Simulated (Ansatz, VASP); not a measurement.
**Ti: VASP beside Ansatz**

```
Ti
1.0
     2.90044    0.00000    0.00000
    -1.45022    2.51185    0.00000
     0.00000    0.00000    4.72872
Ti
2
Direct
  0.33333 0.66667 0.25000
  0.66667 0.33333 0.75000
```

Change from the starting cell: strain along c alone, the other axes held, atoms relaxed: +3.0 %.

Alike in both runs: task single point; functional PBEsol; k mesh 24 × 24 × 12; occupations gaussian, width 0.1 eV; no spin polarisation.

|  | VASP | Ansatz |
| --- | --- | --- |
| version | VASP 6.6.1 | Ansatz 0.2.0 |
| potentials or method | VASP PAW PBE potentials, release 64 (Ti_sv), cutoff 520 eV | scalar-relativistic, plane waves, PAW |
| valence electrons in the cell | 24 | 24 |

|  | VASP | Ansatz | Ansatz less VASP |
| --- | --- | --- | --- |
| gap on the k mesh at the Fermi level (eV) | none | none | - |
| pressure (GPa) | -3.7 | -3.4 | +0.35 |
| traceless stress, the component that is largest in VASP (GPa) | -2.18 | -2.20 | -0.018 |

VASP's potentials were made for PBE, not for PBEsol. A gap of «none» marks a metal or a gap that the smearing closes. The functional is the same, so the differences come from potentials, cutoffs and numerics.
